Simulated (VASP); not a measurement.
Set up this calculation in VASP 6.6.1, as the native input.

| Quantity | Value |
| --- | --- |
| Task | single point |
| Functional | PBEsol |
| Potentials or basis | VASP PAW PBE potentials, release 64 (P) |
| Cutoff | 500 eV |
| k mesh | 24 × 24 × 24 |
| Occupations | gaussian, width 0.1 eV |
| Spin | no spin polarisation |
| Dipole correction | no |
| Further INCAR settings | ALGO = Normal; EDIFF = 1e-06; NBANDS = 8 |

The structure of P lies in POSCAR:

```
P
1.0
   -1.1998005633      1.1998005633      1.1998005633
    1.1998005633     -1.1998005633      1.1998005633
    1.1998005633      1.1998005633     -1.1998005633
P
1
Direct
    0.0000000000      0.0000000000      0.0000000000
```

This isn't the form of P at room conditions, which is orthorhombic.

These files were run (other wordings do the same):

INCAR

```
PREC = Accurate
ENCUT = 500
EDIFF = 1E-6
ISMEAR = 0
SIGMA = 0.1
LREAL = False
LASPH = True
NELM = 120
ALGO = Normal
ISIF = 2
LWAVE = False
LCHARG = False
GGA = PS
NBANDS = 8
GGA_COMPAT = False
```

KPOINTS

```
regular mesh
0
Gamma
  24 24 24
```

Potentials or basis: VASP PAW PBE potentials, release 64 (P).

Run with:

```sh
$ cat potpaw_PBE.64/P/POTCAR > POTCAR
$ mpirun -np 1 vasp_std > vasp.out
```

Results of the run:

* Pressure: 299.0 GPa
* Band gap on the k mesh: zero (an odd number of electrons rules out a gap without spin polarisation)

Caveat: the cell stands under pressure; the PAW data sets were made with another functional, which shifts forces and pressure a little; an odd number of electrons without spin polarisation forces a metal; a magnetic or distorted state may lie lower.

Wall time 14 s on 1 thread of Intel(R) Xeon(R) Platinum 8375C CPU @ 2.90GHz (Ice Lake), with other jobs on the host, peak memory 0.12 GiB.
